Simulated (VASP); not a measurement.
MnO:

```xyz
2
Lattice="2.6724 0.0000 0.0000 0.0000 2.6724 0.0000 0.0000 0.0000 2.6724" Properties=species:S:1:pos:R:3 pbc="T T T"
Mn    0.0000    0.0000    0.0000
O     1.3362    1.3362    1.3362
```

| Item | Value |
| --- | --- |
| Program | VASP 6.6.1 |
| Task | relaxation of cell and atoms |
| Functional | PBEsol-based screened hybrid |
| Potentials or basis | VASP PAW PBE potentials, release 64 (Mn_pv, O) |
| Cutoff | 600 eV |
| k mesh | 5 × 5 × 5 |
| Occupations | fermi-dirac, width 0.05 eV |
| Spin | collinear spin, ferromagnetic start |
| Starting moments | [4.0, 0.0] μB |

At the start: pressure 11.2 GPa; volume 9.54 Å³/atom.

Question: Where does the relaxation end?

Answer: Over 3 steps the energy falls by 17.7 meV/atom and the volume is 10.08 Å³/atom (+5.6 %); space group Pm-3m (No. 221, to 0.05 Å); moment 5.00 μB per cell.

Step by step:
```tsv
step	energy change (eV)	largest force (eV/Å)	pressure (GPa)	volume (Å³)
1	0.0000	0.0000	11.19	19.09
2	-0.0176	0.0000	-6.65	20.99
3	-0.0354	0.0000	0.00	20.16
```

Final structure:
```yaml
crystal:
  lattice:
    - [2.72157, 0.00000, 0.00000]
    - [0.00000, 2.72157, 0.00000]
    - [0.00000, 0.00000, 2.72157]
  atoms:
    - { symbol: Mn, position: [0.00000, 0.00000, 0.00000] }
    - { symbol: O, position: [0.50000, 0.50000, 0.50000] }
```

Caveat: the k points lie up to 0.46 Å⁻¹ apart in the final cell; the PAW data sets were made with another functional, which shifts forces and pressure a little; a cell with one magnetic atom can't hold antiferromagnetic order, which such compounds often take.
